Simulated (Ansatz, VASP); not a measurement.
**Si2N in VASP and in Ansatz**

```
CELL_PARAMETERS angstrom
1.99639 -2.72301 0.00000
1.99639 2.72301 0.00000
0.00000 0.00000 3.33809
ATOMIC_POSITIONS crystal
Si 0.10308 0.89692 0.50000
Si 0.89692 0.10308 0.50000
N 0.50000 0.50000 0.00000
```

Change from the starting cell: species swapped into the CsO2 type (Cmmm, No. 65).

Alike in both runs: task single point; functional PBE; k mesh 6 × 6 × 6; occupations gaussian, width 0.1 eV; no spin polarisation.

|  | VASP | Ansatz |
| --- | --- | --- |
| version | VASP 6.6.1 | Ansatz 0.2.0 |
| potentials or method | VASP PAW PBE potentials, release 64 (Si, N), cutoff 520 eV | scalar-relativistic, plane waves, PAW |
| valence electrons in the cell | 13 | 13 |

```tsv
	VASP	Ansatz	Ansatz less VASP
gap on the k mesh at the Fermi level (eV)	none	none	-
rms of the force components (eV/Å)	60.951	60.644	-0.3069
```

Atom by atom the forces differ by 0.307 eV/Å (rms over components). A gap of «none» marks a metal or a gap that the smearing closes. The functional is the same, so the differences come from potentials, cutoffs and numerics.
